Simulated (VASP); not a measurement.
Wanted: the native input for a VASP 6.6.1 run.

| Item | Value |
| --- | --- |
| Task | single point |
| Functional | PBEsol |
| Potentials or basis | VASP PAW PBE potentials, release 64 (Zr_sv, Cd) |
| Cutoff | 520 eV |
| k mesh | 8 × 8 × 8 |
| Occupations | gaussian, width 0.1 eV |
| Spin | no spin polarisation |
| Dipole correction | no |
| Further INCAR settings | ALGO = Fast; EDIFF = 1e-06; NBANDS = 38 |

The structure of Zr3Cd2 lies in POSCAR:

```
Zr3Cd2
1.0
    5.7493158315      0.0000000000      0.0000000000
    0.0000000000      5.7493158315      0.0000000000
    0.0000000000      0.0000000000      4.9532906393
Zr Cd
3 2
Direct
    0.0000000000      0.5000000000      0.0000000000
    0.5000000000      0.0000000000      0.0000000000
    0.0000000000      0.0000000000      0.0000000000
    0.5000000000      0.5000000000      0.5000000000
    0.5000000000      0.5000000000      0.0000000000
```

This cell differs from its parent crystal: biaxial strain in the a-b plane: +4.5 %.

These files were run (other wordings do the same):

INCAR

```
PREC = Accurate
ENCUT = 520
EDIFF = 1E-6
ISMEAR = 0
SIGMA = 0.1
LREAL = F
LASPH = T
NELM = 80
ALGO = Fast
ISIF = 2
LWAVE = F
LCHARG = T
GGA = PS
LELF = T
LVHAR = T
NBANDS = 38
```

KPOINTS

```
regular mesh
0
Gamma
  8 8 8
```

Potentials or basis: VASP PAW PBE potentials, release 64 (Zr_sv, Cd).

Command:

```sh
$ cat potpaw_PBE.64/Zr_sv/POTCAR potpaw_PBE.64/Cd/POTCAR > POTCAR
$ mpirun -np 1 vasp_std > vasp.out
```

It gave:

| Quantity | Value |
| --- | --- |
| Pressure | -3.0 GPa |
| Band gap on the k mesh | zero (bands 30 and 31 overlap by 1.08 eV) |

Caveat: the cell differs from its parent crystal (biaxial strain in the a-b plane: +4.5 %); the PAW data sets were made with another functional, which shifts forces and pressure a little.

Run time: 6.1 min on 1 thread of Intel(R) Xeon(R) 6975P-C (Granite Rapids) (shared host), peak memory 0.55 GiB.
